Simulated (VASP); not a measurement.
Here is a VASP 6.6.1 calculation.

Contents of INCAR:

```
SYSTEM = InGa2As3
PREC     = Accurate       ! precision mode
ENCUT    = 520            ! plane-wave cutoff, eV
EDIFF    = 1E-7           ! SCF threshold, eV
ISMEAR   = 0              ! smearing method
SIGMA    = 0.2            ! smearing width, eV
LREAL    = .False.        ! projectors in reciprocal space
LASPH    = .True.         ! aspherical terms in the spheres
NELM     = 80             ! most SCF steps
ALGO     = Normal         ! electronic algorithm
ISIF     = 2              ! what is computed and relaxed
LWAVE    = .False.        ! write WAVECAR
LCHARG   = .False.        ! write CHGCAR
GGA      = PE             ! functional
NBANDS   = 36             ! bands
```

The input KPOINTS:

```
Automatic mesh
0
Gamma
  5 5 5
  0 0 0
```

Contents of POSCAR:

```
InGa2As3
1.0
   -2.0880511650      6.2596616912      2.9454527530
    2.0880511650     -6.2596616912      2.9454527530
    2.0880511650      6.2596616912     -2.9454527530
In Ga As
1 2 3
Direct
    0.0000159347      0.0000159347      0.0000000000
    0.6695202498      0.0002852165      0.6692350334
    0.3310501831      0.0002852165      0.3307649666
    0.0882763280      0.2633834228      0.8248929052
    0.4384905176      0.2633834228      0.1751070948
    0.7226467867      0.2226467867      0.5000000000
```

Potentials or basis: VASP PAW PBE potentials, release 64 (In_d, Ga_d, As).

Launch:

```console
$ cat potpaw_PBE.64/In_d/POTCAR potpaw_PBE.64/Ga_d/POTCAR potpaw_PBE.64/As/POTCAR > POTCAR
$ mpirun -np 1 vasp_std > vasp.out
```

(1) What does it give for the pressure?

(2) Estimate the largest force.

Answers

(1) -0.1 GPa.

(2) 0.083 eV/Å.

Caveat: the k points lie up to 0.37 Å⁻¹ apart.
